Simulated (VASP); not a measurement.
Runs of VASP 6.6.1 on InGaO. The structure is that of space group P-6m2 (No. 187), or close to it. The cells are those of the table. The cell was generated, and may not be a known phase.

| task | cell | k mesh | cutoff (eV) | gap on the mesh (eV) | pressure (GPa) | relaxed volume (Å³/atom) |
| --- | --- | --- | --- | --- | --- | --- |
| relaxation of cell and atoms | relaxed from a = 3.723, b = 3.723, c = 5.156 Å, angles 90.0, 90.0, 120.0°, 3 atoms | 12 × 12 × 10 | 600 | none | 0.0 | 20.38 |
| relaxation of cell and atoms | relaxed from a = 4.011, b = 4.011, c = 4.462 Å, angles 90.0, 90.0, 120.0°, 3 atoms | 6 × 6 × 4 | 600 | none | 0.0 | 20.51 |
| single point | a = 3.745, b = 3.745, c = 5.051 Å, angles 90.0, 90.0, 120.0°, 3 atoms | 12 × 12 × 10 | 520 | none | 0.1 | - |
| single point | a = 4.011, b = 4.011, c = 4.462 Å, angles 90.0, 90.0, 120.0°, 3 atoms | 6 × 6 × 4 | 520 | none | (a) | - |
| single point | a = 3.723, b = 3.723, c = 5.156 Å, angles 90.0, 90.0, 120.0°, 3 atoms | 6 × 6 × 4 | 520 | none | (b) | - |

Alike in all rows: level PBE; potentials or basis VASP PAW PBE potentials, release 64 (In_d, Ga_d, O); no spin polarisation; smearing gaussian 0.1 eV.

Problem. Fill in the values left out.

Solution. (a) -4.2; (b) 0.2.

Caveats: spin-orbit coupling is left out, which moves the levels of the heavy elements; the cell stands under tension (at least some runs).

A k mesh can miss the band edges, and the runs leave out spin-orbit coupling on Ga, In.

A gap of «none» marks levels without a gap at the run's occupations.
